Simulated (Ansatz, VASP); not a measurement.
**SiF2 in VASP and in Ansatz**

```
Si F
1.0
     4.69282    0.00000    0.00000
     0.00000    4.69282    0.00000
     0.00000    0.00000    5.29605
Si F
2 4
Direct
  0.00000 0.50000 0.02510
  0.50000 0.00000 0.97490
  0.00000 0.00000 0.00000
  0.50000 0.50000 0.00000
  0.00000 0.50000 0.72077
  0.50000 0.00000 0.27923
```

Alike in both runs: functional PBE; k mesh 6 × 6 × 6; occupations gaussian, width 0.02 eV; no spin polarisation.

Ansatz relaxed the structure, and its values are those at the end. VASP's run is a single point on that final structure, the one shown.

|  | VASP | Ansatz |
| --- | --- | --- |
| version | VASP 6.6.1 | Ansatz 0.2.0 |
| potentials or method | VASP PAW PBE potentials, release 64 (Si, F), cutoff 520 eV | scalar-relativistic, plane waves, PAW |
| valence electrons in the cell | 36 | 36 |

VASP gave:

- gap on the k mesh at the Fermi level (eV): 2.28
- least direct gap on the mesh (eV): 2.28
- pressure (GPa): 0.1
- rms of the force components (eV/Å): 0.108

Task: Which values does Ansatz return?

Result: gap on the k mesh at the Fermi level (eV): 2.28; least direct gap on the mesh (eV): 2.28; pressure (GPa): 0.0; rms of the force components (eV/Å): 0.000.

The functional is the same, so the differences come from potentials, cutoffs and numerics.
